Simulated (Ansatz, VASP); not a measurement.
# TiH5: VASP beside Ansatz

```
Ti H
1.0
     3.80343    0.00000    0.00000
     0.00000    3.80343    0.00000
     0.00000    0.00000    3.35294
Ti H
1 5
Direct
  0.00000 0.00000 0.50000
  0.38250 0.00000 0.00000
  0.61750 0.00000 0.00000
  0.00000 0.38250 0.00000
  0.00000 0.61750 0.00000
  0.00000 0.00000 0.00000
```

Alike in both runs: functional PBE; k mesh 4 × 4 × 4; occupations gaussian, width 0.2 eV; no spin polarisation.

Ansatz relaxed the structure, and its values are those at the end. VASP's run is a single point on that final structure, the one shown.

```csv
,VASP,Ansatz
version,VASP 6.6.1,Ansatz 0.2.0
potentials or method,"VASP PAW PBE potentials, release 64 (Ti_sv, H), cutoff 500 eV","scalar-relativistic, plane waves, PAW"
valence electrons in the cell,17,17
```

|  | VASP | Ansatz | Ansatz less VASP |
| --- | --- | --- | --- |
| gap on the k mesh at the Fermi level (eV) | none | none | - |
| pressure (GPa) | -0.1 | 0.2 | +0.22 |
| rms of the force components (eV/Å) | 0.011 | 0.013 | +0.0012 |

A gap of «none» marks a metal or a gap that the smearing closes. With one functional, cell and mesh, what is left measures potentials, basis and numerics.

The k mesh is coarse, so the values compare programs but aren't converged.
